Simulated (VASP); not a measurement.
# TiC (Fm-3m) in VASP: notebook, part 2 of 2

VASP 6.6.1. The steps go on from the part before.

### Step 3. Single point, PBE (10.47 Å³/atom)

This run uses another cell than the first one, of 10.47 Å³/atom.

The input, INCAR:

```
SYSTEM = TiC
ALGO = Normal
EDIFF = 1E-7
ENCUT = 520
GGA = PE
ISIF = 2
ISMEAR = 0
LASPH = .TRUE.
LCHARG = .FALSE.
LREAL = .FALSE.
LWAVE = .FALSE.
NBANDS = 15
NELM = 100
PREC = Accurate
SIGMA = 0.1
```

The input, KPOINTS:

```
k-points
0
G
  16 16 16
  0 0 0
```

The input, POSCAR:

```
TiC
1.0
    0.0000000000      2.1878617422      2.1878617422
    2.1878617422      0.0000000000      2.1878617422
    2.1878617422      2.1878617422      0.0000000000
Ti C
1 1
Direct
    0.0000000000      0.0000000000      0.0000000000
    0.5000000000      0.5000000000      0.5000000000
```

Potentials or basis: VASP PAW PBE potentials, release 64 (Ti_sv, C).

Started as:

```console
> cat potpaw_PBE.64/Ti_sv/POTCAR potpaw_PBE.64/C/POTCAR > POTCAR
> mpirun -np 1 vasp_std > vasp.out
```

OUTCAR:

```text
SYSTEM = TiC
   EDIFF = 1E-7
   ENCUT = 520
   GGA = PE
   ISIF = 2
   ISMEAR = 0
   LASPH = .TRUE.
   LREAL = .FALSE.
   NELM = 100
   PREC = Accurate

 ion  position               nearest neighbor table
   1  0.000  0.000  0.000-   2 2.19   2 2.19   2 2.19   2 2.19   2 2.19   2 2.19
   2  0.500  0.500  0.500-   1 2.19   1 2.19   1 2.19   1 2.19   1 2.19   1 2.19

  LATTYP: Found a face centered cubic cell.
 ALAT       =     4.3757234844

  Lattice vectors:

 A1 = (   0.0000000000,   2.1878617422,   2.1878617422)
 A2 = (   2.1878617422,   0.0000000000,   2.1878617422)
 A3 = (   2.1878617422,   2.1878617422,   0.0000000000)

Analysis of symmetry for initial positions (statically):
=====================================================================
 Subroutine PRICEL returns:
 Original cell was already a primitive cell.

 Routine SETGRP: Setting up the symmetry group for a
 face centered cubic supercell.

 Subroutine GETGRP returns: Found 48 space group operations
 (whereof 48 operations were pure point group operations)
 out of a pool of 48 trial point group operations.

The static configuration has the point symmetry O_h .

Analysis of symmetry for dynamics (positions and initial velocities):
=====================================================================
 Subroutine PRICEL returns:
 Original cell was already a primitive cell.

 Routine SETGRP: Setting up the symmetry group for a
 face centered cubic supercell.

 Subroutine GETGRP returns: Found 48 space group operations
 (whereof 48 operations were pure point group operations)
 out of a pool of 48 trial point group operations.

The dynamic configuration has the point symmetry O_h .

 Subroutine INISYM returns: Found 48 space group operations
 (whereof 48 operations are pure point group operations),
 and found     1 'primitive' translations

----------------------------------------------------------------------------------------

                                     Primitive cell

[... 120 lines left out ...]
   LRPA    =     F    only Hartree local field effects (RPA)
 non-spin polarized calculation
 Gauss-broadening in eV      SIGMA  =   0.10
  energy-cutoff  :      520.00
  volume of cell :       20.95
 maximum number of plane-waves:       588
   NGX = 11   NGY = 11   NGZ = 11

 number of electron      15.9999996 magnetization

 Free energy of the ion-electron system (eV)
  ---------------------------------------------------
  ext. energy  EPLUGINS =         0.00000000
  ---------------------------------------------------
  free energy    TOTEN  =       -18.69717626 eV

  energy without entropy =      -18.69508460  energy(sigma->0) =      -18.69613043

 E-fermi :   9.0523     XC(G=0): -12.5406

 val. band max:        9.0445520972   @ k =  -0.0625   0.0625   0.0000
 cond. band min:       9.0601823556   @ k =   0.1250   0.1250   0.0000
 fundamental gap:      0.0156302584
 Fermi energy:         9.0522869975

 k-point     1 :       0.0000    0.0000    0.0000
  band No.  band energies     occupation
      1     -47.6209      2.00000
      2     -23.6597      2.00000
      3     -23.6597      2.00000
      4     -23.6597      2.00000
      5      -3.1953      2.00000
      6       9.7383      0.00000
      7       9.7383      0.00000
      8       9.7383      0.00000
      9      10.6964      0.00000
     10      10.6964      0.00000
     11      10.6964      0.00000
     12      10.7046      0.00000
     13      10.7046      0.00000
     14      19.0966      0.00000
[... 401 lines left out ...]
      2     -23.7011      2.00000
      3     -23.6713      2.00000
      4     -23.6608      2.00000
      5      -2.9710      2.00000
      6       8.8490      1.99597
      7       9.0311      1.23583
      8       9.0446      1.08711
      9       9.8442      0.00000
     10      10.3908      0.00000
     11      11.2636      0.00000
     12      11.7822      0.00000
     13      12.6232      0.00000
     14      19.5114      0.00000
     15      22.9986      0.00000

 [... further k-points ...]

------------------------ aborting loop because EDIFF is reached ----------------------------------------

  FORCE on cell =-STRESS in cart. coord.  units (eV):
  Direction    XX          YY          ZZ          XY          YZ          ZX
  --------------------------------------------------------------------------------------
  -------------------------------------------------------------------------------------
  Total       -0.8774880     -0.8774880     -0.8774880     -0.0000000      0.0000000     -0.0000000
  in kB      -67.1215765    -67.1215765    -67.1215765     -0.0000000      0.0000000     -0.0000000
  external PRESSURE =     -67.1215765 kB  Pullay stress =       0.0000000 kB

 VOLUME and BASIS-vectors are now :
 -----------------------------------------------------------------------------
  energy-cutoff  :      520.00
  volume of cell :       20.95
      direct lattice vectors                 reciprocal lattice vectors
     0.000000000  2.187861742  2.187861742    -0.228533636  0.228533636  0.228533636
     2.187861742  0.000000000  2.187861742     0.228533636 -0.228533636  0.228533636
     2.187861742  2.187861742  0.000000000     0.228533636  0.228533636 -0.228533636

 POSITION                                       TOTAL-FORCE (eV/Angst)
 -----------------------------------------------------------------------------------
      0.00000      0.00000      0.00000        -0.000000      0.000000      0.000000
      2.18786      2.18786      2.18786         0.000000     -0.000000     -0.000000
 -----------------------------------------------------------------------------------
    total drift:                                0.000000     -0.000000     -0.000000

  FREE ENERGIE OF THE ION-ELECTRON SYSTEM (eV)
  ---------------------------------------------------
  free  energy   TOTEN  =       -18.6971762593 eV

  energy  without entropy=      -18.6950846050  energy(sigma->0) =      -18.69613043
```

OSZICAR:

```text
N       E                     dE             d eps       ncg     rms          rms(c)
DAV:   1     0.116769611530E+03    0.11677E+03   -0.78254E+03  4350   0.125E+03
DAV:   2    -0.166163836068E+02   -0.13339E+03   -0.12535E+03  4637   0.333E+02
DAV:   3    -0.241476545448E+02   -0.75313E+01   -0.74150E+01  5665   0.773E+01
DAV:   4    -0.243860819224E+02   -0.23843E+00   -0.23820E+00  5466   0.128E+01
DAV:   5    -0.243914022292E+02   -0.53203E-02   -0.53197E-02  5627   0.169E+00    0.177E+01
DAV:   6    -0.194043452651E+02    0.49871E+01   -0.12102E+01  6162   0.560E+01    0.719E+00
DAV:   7    -0.187453221037E+02    0.65902E+00   -0.23503E+00  5120   0.216E+01    0.469E+00
DAV:   8    -0.187253294928E+02    0.19993E-01   -0.11389E-01  4875   0.315E+00    0.366E+00
DAV:   9    -0.187014900884E+02    0.23839E-01   -0.12099E-01  5874   0.521E+00    0.786E-01
DAV:  10    -0.187002906235E+02    0.11995E-02   -0.14518E-02  5609   0.132E+00    0.669E-01
DAV:  11    -0.186978232180E+02    0.24674E-02   -0.26071E-03  4973   0.771E-01    0.324E-01
DAV:  12    -0.186972065735E+02    0.61664E-03   -0.10543E-03  5225   0.555E-01    0.590E-02
DAV:  13    -0.186971779031E+02    0.28670E-04   -0.93841E-05  4959   0.129E-01    0.237E-02
DAV:  14    -0.186971768317E+02    0.10714E-05   -0.12110E-05  5690   0.252E-02    0.577E-03
DAV:  15    -0.186971764045E+02    0.42720E-06   -0.85248E-07  4826   0.123E-02    0.197E-03
DAV:  16    -0.186971762852E+02    0.11935E-06   -0.13958E-07  4200   0.722E-03    0.139E-03
DAV:  17    -0.186971762593E+02    0.25899E-07   -0.20642E-08  2434   0.170E-03
   1 F= -.18697176E+02 E0= -.18696130E+02  d E =-.209165E-02
```

Run time: 65 s. Hardware: 1 thread of Intel Xeon 8259CL, shared host; peak memory 0.17 GiB.

Results:

- Free energy: -18.6972 eV
- Pressure: -6.7 GPa
- Band gap on the k mesh: zero (bands 8 and 9 overlap by 1.08 eV)

Caveat: the cell stands under tension.

### Step 4. Single point, PBE (10.78 Å³/atom)

This run uses another cell than the first one, of 10.78 Å³/atom.

The input, INCAR:

```
  ALGO = Normal
  EDIFF = 1E-7
  ENCUT = 520
  GGA = PE
  ISIF = 2
  ISMEAR = 0
  LASPH = T
  LCHARG = T
  LELF = T
  LREAL = F
  LVHAR = T
  LWAVE = F
  NBANDS = 15
  NELM = 100
  PREC = Accurate
  SIGMA = 0.1
```

The input, KPOINTS:

```
k-points
0
Gamma
  16 16 16
```

The input, POSCAR:

```
TiC
1.0
    0.0000000000      2.2089001649      2.2089001649
    2.2089001649      0.0000000000      2.2089001649
    2.2089001649      2.2089001649      0.0000000000
Ti C
1 1
Direct
    0.0000000000      0.0000000000      0.0000000000
    0.5000000000      0.5000000000      0.5000000000
```

Started as:

```console
> cat potpaw_PBE.64/Ti_sv/POTCAR potpaw_PBE.64/C/POTCAR > POTCAR
> mpirun -np 1 vasp_std > vasp.out
```

Run time: 71 s. Hardware: 1 thread of Intel Xeon 8259CL, shared host; peak memory 0.17 GiB.

The run converged. Its results:

| Quantity | Value |
| --- | --- |
| Free energy | -18.6602 eV |
| Pressure | -12.7 GPa |
| Band gap on the k mesh | zero (bands 8 and 9 overlap by 1.06 eV) |

Levels at points of the mesh, in eV from the Fermi level:
| k point | band 4 | band 5 | band 6 | band 7 | band 8 | band 9 | band 10 | band 11 | band 12 | band 13 |
| --- | --- | --- | --- | --- | --- | --- | --- | --- | --- | --- |
| (0.00, 0.00, 0.00) | -32.81 | -12.11 | 0.67 | 0.67 | 0.67 | 1.59 | 1.59 | 1.61 | 1.61 | 1.61 |
| (0.50, 0.00, 0.00) | -32.85 | -8.91 | -5.56 | -2.71 | -2.71 | 2.69 | 2.69 | 3.77 | 7.60 | 7.60 |
| (0.50, 0.50, 0.00) | -32.94 | -9.88 | -3.37 | -1.44 | -0.07 | -0.07 | 2.49 | 3.23 | 3.23 | 5.26 |

Caveat: the cell stands under tension.

### Step 5. Single point, PBE (11.18 Å³/atom)

This run uses another cell than the first one, of 11.18 Å³/atom.

The input, INCAR:

```
SYSTEM = TiC
ALGO = Normal ; EDIFF = 1E-6
ENCUT = 520 ; GGA = PE
ISIF = 2 ; ISMEAR = 0
LASPH = .True. ; LCHARG = .False.
LREAL = .False. ; LWAVE = .False.
NBANDS = 15 ; NELM = 100
PREC = Accurate ; SIGMA = 0.1
```

The input, KPOINTS:

```
k-points
0
Gamma
  16 16 16
  0 0 0
```

The input, POSCAR:

```
TiC
1.0
    0.0000000000      2.2363427245      2.2363427245
    2.2363427245      0.0000000000      2.2363427245
    2.2363427245      2.2363427245      0.0000000000
Ti C
1 1
Direct
    0.0000000000      0.0000000000      0.0000000000
    0.5000000000      0.5000000000      0.5000000000
```

Started as:

```console
> cat potpaw_PBE.64/Ti_sv/POTCAR potpaw_PBE.64/C/POTCAR > POTCAR
> mpirun -np 1 vasp_std > vasp.out
```

Run time: 58 s. Hardware: 1 thread of Intel Xeon 8259CL, shared host; peak memory 0.18 GiB.

The run converged. Its results:

```yaml
Free_energy: -18.5785 eV
Pressure: -19.5 GPa
Band_gap_on_the_k_mesh: zero (bands 8 and 9 overlap by 1.03 eV)
```

Levels at points of the mesh, in eV from the Fermi level:
```csv
k point,band 4,band 5,band 6,band 7,band 8,band 9,band 10,band 11,band 12,band 13
"(0.00, 0.00, 0.00)",-32.93,-11.94,0.65,0.65,0.65,1.51,1.51,1.56,1.56,1.56
"(0.50, 0.00, 0.00)",-32.96,-8.89,-5.40,-2.60,-2.60,2.55,2.55,3.57,7.27,7.27
"(0.50, 0.50, 0.00)",-33.05,-9.75,-3.32,-1.35,-0.09,-0.09,2.36,3.06,3.06,4.93
```

Caveat: the cell stands under tension.

### Step 6. Summary

| cell | gap on the mesh (eV) | pressure (GPa) |
| --- | --- | --- |
| a = 3.054 Å, angles 60.0°, 2 atoms | none | 2.8 |
| a = 3.094 Å, angles 60.0°, 2 atoms | none | -6.7 |
| a = 3.124 Å, angles 60.0°, 2 atoms | none | -12.7 |
| a = 3.163 Å, angles 60.0°, 2 atoms | none | -19.5 |

Alike in all rows: task single point; level PBE; potentials or basis VASP PAW PBE potentials, release 64 (Ti_sv, C); no spin polarisation; k mesh 16 × 16 × 16; cutoff (eV) 520; smearing gaussian 0.1 eV.

Caveats: the cell stands under tension (at least some runs).

Absolute energies hang on the potentials; compare differences alone.
